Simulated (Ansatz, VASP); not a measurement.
**HOs12 in VASP and in Ansatz**

```
CELL_PARAMETERS angstrom
5.48000 0.00000 0.00000
-4.11000 7.11873 0.00000
0.00000 0.00000 4.32646
ATOMIC_POSITIONS crystal
Os 0.99349 0.99971 0.99661
Os 0.15962 0.22217 0.50528
Os 0.00391 0.33909 0.99964
Os 0.16708 0.55514 0.49742
Os 0.00030 0.66658 0.00486
Os 0.16203 0.88364 0.50851
Os 0.50670 0.00064 0.99692
Os 0.67302 0.22309 0.50581
Os 0.50394 0.33904 0.99368
Os 0.66592 0.55606 0.49719
Os 0.49929 0.66784 0.00515
Os 0.66262 0.88390 0.50292
H 0.33325 0.11135 0.25125
```

Alike in both runs: functional PBE; k mesh 2 × 2 × 3; occupations fermi-dirac, width 0.05 eV; no spin polarisation.

Ansatz relaxed the structure, and its values are those at the end. VASP's run is a single point on that final structure, the one shown.

```csv
,VASP,Ansatz
version,VASP 6.6.1,Ansatz 0.2.0
potentials or method,"VASP PAW PBE potentials, release 64 (Os, H), cutoff 520 eV","scalar-relativistic, plane waves, PAW"
valence electrons in the cell,97,193
```

```csv
,VASP,Ansatz,Ansatz less VASP
rms of the force components (eV/Å),0.027,0.020,-0.0071
```

VASP's potentials hold 97 valence electrons a cell and Ansatz's 193, so a difference there can come from the potentials and not from the codes.

The k mesh is coarse, so the values compare programs but aren't converged. Neither program's run includes spin-orbit coupling.
